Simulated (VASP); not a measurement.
# BaTe (Fm-3m) in VASP: a series of runs

BaTe is run at these levels: PBE; tasks: single point, relaxation of cell and atoms.

All numbers are computed with VASP 6.6.1; they aren't measurements. Logs are shortened: lines on timing, memory, paths and dates and some standing lists are left out, and cuts for length are marked.

### Step 1. The cell of the first run

The structure is cubic, space group Fm-3m (No. 225). Conventional cell: a = 7.065 Å, b = 7.065 Å, c = 7.065 Å, α = 90.00°, β = 90.00°, γ = 90.00°. Within 4.6 Å of Ba (site symmetry m-3m) lie 6 Te at 3.53 Å. Te (site symmetry m-3m) has 6 Ba at 3.53 Å within 4.6 Å.

### Step 2. Single point, PBE

The input, INCAR:

```
SYSTEM = BaTe
PREC = Accurate
ENCUT = 520
EDIFF = 1E-6
ISMEAR = 0
SIGMA = 0.02
LREAL = .False.
LASPH = .True.
NELM = 100
ALGO = Normal
ISIF = 2
LWAVE = .False.
LCHARG = .False.
GGA = PE
NBANDS = 15
```

The input, KPOINTS:

```
Automatic mesh
0
Gamma
  8 8 8
  0 0 0
```

The input, POSCAR:

```
BaTe
1.0
    0.0000000000      3.5322559688      3.5322559688
    3.5322559688      0.0000000000      3.5322559688
    3.5322559688      3.5322559688      0.0000000000
Ba Te
1 1
Direct
    0.0000000000      0.0000000000      0.0000000000
    0.5000000000      0.5000000000      0.5000000000
```

Potentials or basis: VASP PAW PBE potentials, release 64 (Ba_sv, Te).

Launch:

```console
> cat potpaw_PBE.64/Ba_sv/POTCAR potpaw_PBE.64/Te/POTCAR > POTCAR
> mpirun -np 1 vasp_std > vasp.out
```

OUTCAR:

```text
SYSTEM = BaTe
   PREC = Accurate
   ENCUT = 520
   EDIFF = 1E-6
   ISMEAR = 0
   LREAL = .False.
   LASPH = .True.
   NELM = 100
   ISIF = 2
   GGA = PE

 ion  position               nearest neighbor table
   1  0.000  0.000  0.000-   2 3.53   2 3.53   2 3.53   2 3.53   2 3.53   2 3.53
   2  0.500  0.500  0.500-   1 3.53   1 3.53   1 3.53   1 3.53   1 3.53   1 3.53

  LATTYP: Found a face centered cubic cell.
 ALAT       =     7.0645119376

  Lattice vectors:

 A1 = (   0.0000000000,   3.5322559688,   3.5322559688)
 A2 = (   3.5322559688,   0.0000000000,   3.5322559688)
 A3 = (   3.5322559688,   3.5322559688,   0.0000000000)

Analysis of symmetry for initial positions (statically):
=====================================================================
 Subroutine PRICEL returns:
 Original cell was already a primitive cell.

 Routine SETGRP: Setting up the symmetry group for a
 face centered cubic supercell.

 Subroutine GETGRP returns: Found 48 space group operations
 (whereof 48 operations were pure point group operations)
 out of a pool of 48 trial point group operations.

The static configuration has the point symmetry O_h .

Analysis of symmetry for dynamics (positions and initial velocities):
=====================================================================
 Subroutine PRICEL returns:
 Original cell was already a primitive cell.

 Routine SETGRP: Setting up the symmetry group for a
 face centered cubic supercell.

 Subroutine GETGRP returns: Found 48 space group operations
 (whereof 48 operations were pure point group operations)
 out of a pool of 48 trial point group operations.

The dynamic configuration has the point symmetry O_h .

 Subroutine INISYM returns: Found 48 space group operations
 (whereof 48 operations are pure point group operations),
 and found     1 'primitive' translations

----------------------------------------------------------------------------------------

                                     Primitive cell

  volume of cell :      88.1427

  direct lattice vectors                    reciprocal lattice vectors
     0.000000000  3.532255969  3.532255969    -0.141552595  0.141552595  0.141552595
     3.532255969  0.000000000  3.532255969     0.141552595 -0.141552595  0.141552595
     3.532255969  3.532255969  0.000000000     0.141552595  0.141552595 -0.141552595

  length of vectors
     4.995364297  4.995364297  4.995364297     0.245176287  0.245176287  0.245176287

  position of ions in fractional coordinates (direct lattice)
     0.000000000  0.000000000  0.000000000
     0.500000000  0.500000000  0.500000000

  ion indices of the primitive-cell ions
   primitive index   ion index
                 1           1
                 2           2

----------------------------------------------------------------------------------------

 KPOINTS: Automatic mesh

Automatic generation of k-mesh.
 Grid dimensions read from file:
 generate k-points for:    8    8    8

 Generating k-lattice:

  Cartesian coordinates                     Fractional coordinates (reciprocal lattice)
    -0.017694074  0.017694074  0.017694074     0.125000000  0.000000000  0.000000000
     0.017694074 -0.017694074  0.017694074     0.000000000  0.125000000  0.000000000
     0.017694074  0.017694074 -0.017694074     0.000000000  0.000000000  0.125000000

  Length of vectors
     0.030647036  0.030647036  0.030647036

  Shift w.r.t. Gamma in fractional coordinates (k-lattice)
     0.000000000  0.000000000  0.000000000

 Subroutine IBZKPT returns following result:
 ===========================================

 Found     29 irreducible k-points:

 Following reciprocal coordinates:
            Coordinates               Weight
  0.000000  0.000000  0.000000      1.000000
  0.125000  0.000000  0.000000      8.000000
  0.250000  0.000000  0.000000      8.000000
  0.375000  0.000000  0.000000      8.000000
  0.500000  0.000000  0.000000      4.000000
  0.125000  0.125000  0.000000      6.000000
[... 16 lines left out ...]
  0.500000  0.250000  0.125000     48.000000
 -0.375000  0.250000  0.125000     24.000000
 [... further k-points ...]
   k-points           NKPTS =     29   k-points in BZ     NKDIM =     29   number of bands    NBANDS=     15
   number of dos      NEDOS =    301   number of ions     NIONS =      2
   total plane-waves  NPLWV =  64000
   dimension x,y,z NGX =    40 NGY =   40 NGZ =   40
   dimension x,y,z NGXF=    80 NGYF=   80 NGZF=   80
   ions per type =               1   1
   NGX,Y,Z   is equivalent  to a cutoff of  13.31, 13.31, 13.31 a.u.
   NGXF,Y,Z  is equivalent  to a cutoff of  26.62, 26.62, 26.62 a.u.
 SYSTEM =  BaTe
   PREC   = accura    normal or accurate (medium, high low for compatibility)
   ISTART =      0    job   : 0-new  1-cont  2-samecut
   ICHARG =      2    charge: 1-file 2-atom 10-const
   ISPIN  =      1    spin polarized calculation?
   LNONCOLLINEAR =      F non collinear calculations
   LSORBIT =      F    spin-orbit coupling
   LASPH  =      T    aspherical Exc in radial PAW
   ENCUT  =  520.0 eV  38.22 Ry    6.18 a.u.   9.29  9.29  9.29*2*pi/ulx,y,z
   NELM   =    100;   NELMIN=  2; NELMDL= -5     # of ELM steps
   EDIFF  = 0.1E-05   stopping-criterion for ELM
   LREAL  =      F    real-space projection
   EDIFFG = 0.1E-04   stopping-criterion for IOM
   NSW    =      0    number of steps for IOM
   IBRION =     -1    ionic relax: 0-MD 1-quasi-New 2-CG
   NFREE  =      0    steps in history (QN), initial steepest desc. (CG)
   ISIF   =      2    stress and relaxation
   ISYM   =      2    0-nonsym 1-usesym 2-fastsym
   POTIM  = 0.5000    time-step for ionic-motion
   TEBEG  =    0.0;   TEEND  =   0.0 temperature during run
   PSTRESS=    0.0 pullay stress
   NELECT =      16.0000    total number of electrons
   NUPDOWN=      -1.0000    fix difference up-down
   EMIN   =  10.00;   EMAX   =-10.00  energy-range for DOS
   EFERMI =   0.00;   METHOD = LEGACY
   ISMEAR =     0;   SIGMA  =   0.02  broadening in eV -4-tet -1-fermi 0-gaus
   EFERMI_NEDOS =   21; number of points for ismear=-14 and -15
   IALGO  =     38    algorithm
   IMIX   =      4    mixing-type and parameters
     AMIX     =   0.40;   BMIX     =  1.00
     AMIX_MAG =   1.60;   BMIX_MAG =  1.00
  volume/ion in A,a.u.               =      44.07       297.41
  Fermi-wavevector in a.u.,A,eV,Ry     =   0.926942  1.751667 11.690423  0.859222
  Thomas-Fermi vector in A             =   2.052959
   LORBIT       =      0    0 simple, 1 ext, 2 COOP (PROOUT), +10 PAW based schemes
   GGA     = PE    functional components
   LHFCALC =     F    Hartree Fock is set to
   AEXX    =    0.0000 exact exchange contribution
   IVDW    =     0    specifies the selected vdW correction
   LEPSILON=     F    determine dielectric tensor
   LRPA    =     F    only Hartree local field effects (RPA)
 non-spin polarized calculation
 Gauss-broadening in eV      SIGMA  =   0.02
  energy-cutoff  :      520.00
  volume of cell :       88.14
 maximum number of plane-waves:      2421
 NGX is ok and might be reduce to    40
   NGX = 19   NGY = 19   NGZ = 19

 number of electron      16.0000000 magnetization

 Free energy of the ion-electron system (eV)
  ---------------------------------------------------
  ext. energy  EPLUGINS =         0.00000000
  ---------------------------------------------------
  free energy    TOTEN  =        -8.62864311 eV

  energy without entropy =       -8.62864311  energy(sigma->0) =       -8.62864311

 E-fermi :   2.2475     XC(G=0):  -8.1363

 val. band max:        2.1058020815   @ k =   0.0000   0.0000   0.0000
 cond. band min:       3.6836900311   @ k =   0.5000   0.5000   0.0000
 fundamental gap:      1.5778879495
 Fermi energy:         2.2474704841

 k-point     1 :       0.0000    0.0000    0.0000
  band No.  band energies     occupation
      1     -24.9862      2.00000
      2     -10.1310      2.00000
      3     -10.1310      2.00000
      4     -10.1310      2.00000
      5      -7.3755      2.00000
      6       2.1058      2.00000
      7       2.1058      2.00000
      8       2.1058      2.00000
      9       4.9106      0.00000
     10       5.0479      0.00000
     11       5.0479      0.00000
     12       5.0479      0.00000
     13       5.6359      0.00000
     14       5.6359      0.00000
     15       9.0893      0.00000

 k-point     2 :       0.1250    0.0000    0.0000
  band No.  band energies     occupation
      1     -24.9845      2.00000
      2     -10.1928      2.00000
      3     -10.1326      2.00000
      4     -10.1326      2.00000
      5      -7.2742      2.00000
      6       1.6061      2.00000
      7       1.8838      2.00000
      8       1.8838      2.00000
      9       5.0433      0.00000
     10       5.2370      0.00000
     11       5.2370      0.00000
     12       5.5917      0.00000
     13       6.0619      0.00000
     14       6.0619      0.00000
     15       9.5622      0.00000

 k-point     3 :       0.2500    0.0000    0.0000
  band No.  band energies     occupation
      1     -24.9806      2.00000
      2     -10.3287      2.00000
      3     -10.1365      2.00000
      4     -10.1365      2.00000
      5      -7.0383      2.00000
      6       0.7825      2.00000
      7       1.4687      2.00000
      8       1.4687      2.00000
      9       5.2179      0.00000
     10       5.7396      0.00000
     11       5.7396      0.00000
     12       6.8042      0.00000
     13       7.1062      0.00000
     14       7.1062      0.00000
     15      10.2739      0.00000
[... 343 lines left out ...]
 k-point    23 :       0.5000    0.2500    0.1250
  band No.  band energies     occupation
      1     -24.9744      2.00000
      2     -10.3934      2.00000
      3     -10.1998      2.00000
      4     -10.1576      2.00000
      5      -6.8968      2.00000
      6       0.3847      2.00000
      7       1.1313      2.00000
      8       1.3367      2.00000
      9       5.1895      0.00000
     10       6.5551      0.00000
     11       6.8973      0.00000
     12       7.0395      0.00000
     13       7.6692      0.00000
     14       9.2145      0.00000
     15       9.4298      0.00000

 k-point    24 :      -0.3750    0.2500    0.1250
  band No.  band energies     occupation
      1     -24.9730      2.00000
      2     -10.4161      2.00000
      3     -10.2023      2.00000
      4     -10.1660      2.00000
      5      -6.8570      2.00000
      6       0.3421      2.00000
      7       1.1066      2.00000
      8       1.1426      2.00000
      9       5.7830      0.00000
     10       6.0470      0.00000
     11       7.2413      0.00000
     12       7.4761      0.00000
     13       7.9516      0.00000
     14       8.8058      0.00000
     15       9.9750      0.00000

 [... further k-points ...]

------------------------ aborting loop because EDIFF is reached ----------------------------------------

  FORCE on cell =-STRESS in cart. coord.  units (eV):
  Direction    XX          YY          ZZ          XY          YZ          ZX
  --------------------------------------------------------------------------------------
  -------------------------------------------------------------------------------------
  Total        0.1659668      0.1659668      0.1659668     -0.0000000     -0.0000000      0.0000000
  in kB        3.0167915      3.0167915      3.0167915     -0.0000000     -0.0000000      0.0000000
  external PRESSURE =       3.0167915 kB  Pullay stress =       0.0000000 kB

 VOLUME and BASIS-vectors are now :
 -----------------------------------------------------------------------------
  energy-cutoff  :      520.00
  volume of cell :       88.14
      direct lattice vectors                 reciprocal lattice vectors
     0.000000000  3.532255969  3.532255969    -0.141552595  0.141552595  0.141552595
     3.532255969  0.000000000  3.532255969     0.141552595 -0.141552595  0.141552595
     3.532255969  3.532255969  0.000000000     0.141552595  0.141552595 -0.141552595

 POSITION                                       TOTAL-FORCE (eV/Angst)
 -----------------------------------------------------------------------------------
      0.00000      0.00000      0.00000        -0.000000     -0.000000      0.000000
      3.53226      3.53226      3.53226         0.000000      0.000000     -0.000000
 -----------------------------------------------------------------------------------
    total drift:                                0.000000     -0.000000     -0.000000

  FREE ENERGIE OF THE ION-ELECTRON SYSTEM (eV)
  ---------------------------------------------------
  free  energy   TOTEN  =        -8.6286431050 eV

  energy  without entropy=       -8.6286431050  energy(sigma->0) =       -8.62864311
```

Run time: 38 s. Hardware: 1 thread of Intel Xeon Platinum 8375C at 2.90GHz (Ice Lake), shared host; peak memory 0.25 GiB.

What came out:

- Free energy: -8.6286 eV
- Pressure: 0.3 GPa
- Band gap on the k mesh: 1.58 eV (least direct gap 1.96 eV)

Levels at points of the mesh, in eV from the valence-band top:
```tsv
k point	band 6	band 7	band 8	band 9	band 10	band 11
(0.00, 0.00, 0.00)	0.00	0.00	0.00	2.80	2.94	2.94
(0.50, 0.00, 0.00)	-2.16	-1.07	-1.07	4.15	4.69	4.83
(0.50, 0.50, 0.00)	-1.12	-0.38	-0.38	1.58	4.38	4.53
```

Caveat: spin-orbit coupling is left out, which moves the levels of the heavy elements. Expect the measured gap to be larger: semilocal functionals such as PBE lack the derivative discontinuity.

### Step 3. Relaxation of cell and atoms, PBE

The input, INCAR:

```
SYSTEM = BaTe
ALGO = Normal
EDIFF = 1E-6
EDIFFG = -0.005
ENCUT = 600
GGA = PE
IBRION = 2
ISIF = 3
ISMEAR = 0
LASPH = .TRUE.
LCHARG = .FALSE.
LREAL = .FALSE.
LWAVE = .FALSE.
NELM = 60
NSW = 100
PREC = Accurate
SIGMA = 0.02
```

The input, KPOINTS:

```
k-points
0
G
  8 8 8
  0 0 0
```

POSCAR is that of step 2.

Potentials or basis: VASP PAW PBE potentials, release 64 (Ba_sv, Te).

Launch:

```console
> cat potpaw_PBE.64/Ba_sv/POTCAR potpaw_PBE.64/Te/POTCAR > POTCAR
> mpirun -np 1 vasp_std > vasp.out
```

OUTCAR:

```text
SYSTEM = BaTe
   EDIFF = 1E-6
   EDIFFG = -0.005
   ENCUT = 600
   GGA = PE
   IBRION = 2
   ISIF = 3
   ISMEAR = 0
   LASPH = .TRUE.
   LREAL = .FALSE.
   NELM = 60
   NSW = 100
   PREC = Accurate

 ion  position               nearest neighbor table
   1  0.000  0.000  0.000-   2 3.53   2 3.53   2 3.53   2 3.53   2 3.53   2 3.53
   2  0.500  0.500  0.500-   1 3.53   1 3.53   1 3.53   1 3.53   1 3.53   1 3.53

  LATTYP: Found a face centered cubic cell.
 ALAT       =     7.0645119376

  Lattice vectors:

 A1 = (   0.0000000000,   3.5322559688,   3.5322559688)
 A2 = (   3.5322559688,   0.0000000000,   3.5322559688)
 A3 = (   3.5322559688,   3.5322559688,   0.0000000000)

Analysis of symmetry for initial positions (statically):
=====================================================================
 Subroutine PRICEL returns:
 Original cell was already a primitive cell.

 Routine SETGRP: Setting up the symmetry group for a
 face centered cubic supercell.

 Subroutine GETGRP returns: Found 48 space group operations
 (whereof 48 operations were pure point group operations)
 out of a pool of 48 trial point group operations.

The static configuration has the point symmetry O_h .

Analysis of symmetry for dynamics (positions and initial velocities):
=====================================================================
 Subroutine PRICEL returns:
 Original cell was already a primitive cell.
[... 232 lines left out ...]
  ---------------------------------------------------
  ext. energy  EPLUGINS =         0.00000000
  ---------------------------------------------------
  free energy    TOTEN  =        -8.62979212 eV

  energy without entropy =       -8.62979212  energy(sigma->0) =       -8.62979212

 E-fermi :   2.1877     XC(G=0):  -8.0960

 val. band max:        2.0442191770   @ k =   0.0000   0.0000   0.0000
 cond. band min:       3.6424935559   @ k =   0.5000   0.5000   0.0000
 fundamental gap:      1.5982743788
 Fermi energy:         2.1876871913

 k-point     1 :       0.0000    0.0000    0.0000
  band No.  band energies     occupation
      1     -25.0754      2.00000
      2     -10.2186      2.00000
      3     -10.2186      2.00000
      4     -10.2186      2.00000
      5      -7.4154      2.00000
      6       2.0442      2.00000
      7       2.0442      2.00000
      8       2.0442      2.00000
      9       4.8113      0.00000
     10       4.9908      0.00000
     11       4.9908      0.00000
     12       4.9908      0.00000
[... 331 lines left out ...]
 k-point    24 :      -0.3750    0.2500    0.1250
  band No.  band energies     occupation
      1     -25.0630      2.00000
      2     -10.4895      2.00000
      3     -10.2869      2.00000
      4     -10.2522      2.00000
      5      -6.9157      2.00000
      6       0.3017      2.00000
      7       1.0577      2.00000
      8       1.0962      2.00000
      9       5.7141      0.00000
     10       5.9754      0.00000
     11       7.1520      0.00000
     12       7.3762      0.00000

 [... further k-points ...]

------------------------ aborting loop because EDIFF is reached ----------------------------------------

  FORCE on cell =-STRESS in cart. coord.  units (eV):
  Direction    XX          YY          ZZ          XY          YZ          ZX
  --------------------------------------------------------------------------------------
  -------------------------------------------------------------------------------------
  Total        0.0031037      0.0031037      0.0031037      0.0000000     -0.0000000     -0.0000000
  in kB        0.0558454      0.0558454      0.0558454      0.0000000     -0.0000000     -0.0000000
  external PRESSURE =       0.0558454 kB  Pullay stress =       0.0000000 kB
[... 17 lines left out ...]
  FREE ENERGIE OF THE ION-ELECTRON SYSTEM (eV)
  ---------------------------------------------------
  free  energy   TOTEN  =        -8.6297921164 eV

  energy  without entropy=       -8.6297921164  energy(sigma->0) =       -8.62979212

 reached required accuracy - stopping structural energy minimisation
```

CONTCAR:

```text
BaTe
   1.00000000000000
     0.0000000000000000    3.5442614913601926    3.5442614913601926
     3.5442614913601926    0.0000000000000000    3.5442614913601926
     3.5442614913601926    3.5442614913601926   -0.0000000000000000
  Ba              Te
     1     1
Direct
     0.0000000000000000    0.0000000000000000    0.0000000000000000
     0.5000000000000000    0.5000000000000000    0.5000000000000000

  0.00000000E+00  0.00000000E+00  0.00000000E+00
  0.00000000E+00  0.00000000E+00  0.00000000E+00
```

It took 61 s on 1 thread of Intel Xeon Platinum 8375C at 2.90GHz (Ice Lake), shared host; peak memory 0.26 GiB.

What came out:

```
Free energy                           : -8.6298 eV
Relaxed volume                        : 44.52 Å³/atom
Relaxed cell                          : a = 5.012 Å, b = 5.012 Å, c = 5.012 Å, α = 60.00°, β = 60.00°, γ = 60.00°
Space group after relaxing (to 0.1 Å) : Fm-3m (No. 225)
Energy gained by relaxing             : 0.4 meV/atom
Ionic steps                           : 3
Pressure after relaxing               : 0.0 GPa
Band gap on the k mesh                : 1.60 eV (least direct gap 1.98 eV)
```

The path:
```csv
step,energy change (eV),largest force (eV/Å),pressure (GPa),volume (Å³)
1,0.0000,0.0000,0.30,88.14
2,-0.0008,0.0000,-0.06,89.21
3,-0.0008,0.0000,0.01,89.04
```

Final structure:
```
Ba Te
1.0
     0.00000    3.54426    3.54426
     3.54426    0.00000    3.54426
     3.54426    3.54426    0.00000
Ba Te
1 1
Direct
  0.00000 0.00000 0.00000
  0.50000 0.50000 0.50000
```

Caveat: spin-orbit coupling is left out, which moves the levels of the heavy elements.
